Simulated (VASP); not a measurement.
Here is a VASP 6.6.1 calculation.

INCAR

```
SYSTEM = Mg3CdTe4
PREC = Accurate
ENCUT = 520
EDIFF = 1E-7
ISMEAR = 0
SIGMA = 0.02
LREAL = .FALSE.
LASPH = .TRUE.
NELM = 60
ALGO = Normal
ISIF = 2
LWAVE = .FALSE.
LCHARG = .FALSE.
GGA = PE
NBANDS = 31
```

KPOINTS

```
regular mesh
0
G
  4 4 4
  0 0 0
```

Contents of POSCAR:

```
Mg3CdTe4
1.0
    6.5359786224      0.0000000000      0.0000000000
    0.0000000000      6.5359786224      0.0000000000
    0.0000000000      0.0000000000      6.5359786224
Mg Cd Te
3 1 4
Direct
    0.0000000000      0.0000000000      0.5000000000
    0.0000000000      0.5000000000      0.0000000000
    0.5000000000      0.0000000000      0.0000000000
    0.5000000000      0.5000000000      0.5000000000
    0.7531251698      0.7531251698      0.7531251698
    0.7531251698      0.2468748302      0.2468748302
    0.2468748302      0.7531251698      0.2468748302
    0.2468748302      0.2468748302      0.7531251698
```

Potentials or basis: VASP PAW PBE potentials, release 64 (Mg, Cd, Te).

The run is started by

```bash
$ cat potpaw_PBE.64/Mg/POTCAR potpaw_PBE.64/Cd/POTCAR potpaw_PBE.64/Te/POTCAR > POTCAR
$ mpirun -np 1 vasp_std > vasp.out
```

Question: Estimate the pressure.

Answer: 0.0 GPa.

Question: What does it give for the largest force?

Answer: 0.017 eV/Å.

Forces in eV/Å, atoms in the order of the input:
```
Mg   0.000  0.000  0.000
Mg   0.000  0.000  0.000
Mg   0.000  0.000  0.000
Cd   0.000  0.000  0.000
Te   0.010  0.010  0.010
Te   0.010 -0.010 -0.010
Te  -0.010  0.010 -0.010
Te  -0.010 -0.010  0.010
```
